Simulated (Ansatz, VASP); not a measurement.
**One calculation of Zn, two programs**

```
CELL_PARAMETERS angstrom
2.66480 0.00000 0.00000
-1.33240 2.30778 0.00000
0.00000 0.00000 4.94670
ATOMIC_POSITIONS crystal
Zn 0.25828 0.66667 0.25000
Zn 0.66667 0.33333 0.75000
```

Alike in both runs: task single point; functional PBE; k mesh 24 × 24 × 10; occupations gaussian, width 0.15 eV; no spin polarisation.

|  | VASP | Ansatz |
| --- | --- | --- |
| version | VASP 6.6.1 | Ansatz 0.2.0 |
| potentials or method | VASP PAW PBE potentials, release 64 (Zn), cutoff 520 eV | scalar-relativistic, plane waves, PAW |
| valence electrons in the cell | 24 | 24 |

```csv
,VASP,Ansatz,Ansatz less VASP
gap on the k mesh at the Fermi level (eV),none,none,-
pressure (GPa),0.2,-0.1,-0.34
"traceless stress, the component that is largest in VASP (GPa)",1.41,1.55,+0.131
rms of the force components (eV/Å),0.061,0.060,-0.0008
```

Atom by atom the forces differ by 0.001 eV/Å (rms over components). A gap of «none» marks a metal or a gap that the smearing closes. The functional is the same, so the differences come from potentials, cutoffs and numerics.
